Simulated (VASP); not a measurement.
The system is Sr.

```
Sr
1.0
     0.00000    3.04235    3.04235
     3.04235    0.00000    3.04235
     3.04235    3.04235    0.00000
Sr
1
Cartesian
  0.0000 0.0000 0.0000
```

| Quantity | Value |
| --- | --- |
| Program | VASP 6.6.1 |
| Task | relaxation of cell and atoms |
| Functional | LDA |
| Potentials or basis | VASP PAW LDA potentials, release 64 (Sr_sv) |
| Cutoff | 600 eV |
| k mesh | 7 × 7 × 7 |
| Occupations | fermi-dirac, width 0.1 eV |
| Spin | no spin polarisation |

At the start: pressure -1.5 GPa; volume 56.32 Å³/atom.

**Question.** Where does the relaxation end?

**Answer.** Over 3 steps the energy falls by 40.1 meV/atom and the volume is 48.57 Å³/atom (-13.8 %); space group Fm-3m (No. 225, to 0.1 Å) before and after.

Step by step:
```csv
step,energy change (eV),largest force (eV/Å),pressure (GPa),volume (Å³)
1,0.0000,0.0000,-1.54,56.32
2,-0.0317,0.0000,-0.81,52.02
3,-0.0401,0.0000,0.02,48.57
```

Final structure:
```xyz
1
Lattice="0.0000 2.8960 2.8960 2.8960 0.0000 2.8960 2.8960 2.8960 0.0000" Properties=species:S:1:pos:R:3 pbc="T T T"
Sr    0.0000    0.0000    0.0000
```
